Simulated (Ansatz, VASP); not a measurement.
Ca in VASP and in Ansatz

The input INCAR:

```
SYSTEM = Ca
ALGO     = Normal         ! electronic algorithm
EDIFF    = 1E-6           ! SCF threshold, eV
ENCUT    = 520            ! plane-wave cutoff, eV
GGA      = PE             ! functional
ISIF     = 2              ! what is computed and relaxed
ISMEAR   = -1             ! smearing method
LASPH    = .TRUE.         ! aspherical terms in the spheres
LCHARG   = .FALSE.        ! write CHGCAR
LREAL    = .FALSE.        ! projectors in reciprocal space
LWAVE    = .FALSE.        ! write WAVECAR
NBANDS   = 11             ! bands
NELM     = 60             ! most SCF steps
PREC     = Accurate       ! precision mode
SIGMA    = 0.1            ! smearing width, eV
```

File KPOINTS:

```
k-points
0
G
  17 17 17
  0 0 0
```

The input POSCAR:

```
Ca
1.0
   -2.2491652687      2.2491652687      2.2491652687
    2.2491652687     -2.2491652687      2.2491652687
    2.2491652687      2.2491652687     -2.2491652687
Ca
1
Direct
    0.0000000000      0.0000000000      0.0000000000
```

Input for Ansatz:

```yaml
crystal:
  lattice:
    - [-2.2491652687, 2.2491652687, 2.2491652687]
    - [2.2491652687, -2.2491652687, 2.2491652687]
    - [2.2491652687, 2.2491652687, -2.2491652687]
  atoms:
    - { symbol: Ca, position: [0.0, 0.0, 0.0] }
hamiltonian:
  xc: pbe
  pseudopotentials:
    kind: paw
    azcp:
      Ca: "pseudopotentials/Ca.paw.azcp"
basis:
  ecutwfc: 420
  fft_grid_basis: typed
kpoints:
  mp_grid: { grid: [17, 17, 17], shift: [0, 0, 0] }
magnetization:
  spin_polarized: false
scf:
  occupations: { method: fermi_dirac, width: 0.1 }
output:
  stress: true
```

Alike in both runs: task single point; functional PBE; k mesh 17 × 17 × 17; occupations fermi-dirac, width 0.1 eV; no spin polarisation.

```csv
,VASP,Ansatz
version,VASP 6.6.1,Ansatz 0.2.0
potentials or method,"VASP PAW PBE potentials, release 64 (Ca_sv), cutoff 520 eV","plane waves (420 eV) with PAW, scalar-relativistic"
valence electrons in the cell,10,10
```

VASP gave:

* pressure (GPa): -1.1

**Question.** Estimate Ansatz's values.

**Answer.** Pressure (GPa): -1.2.
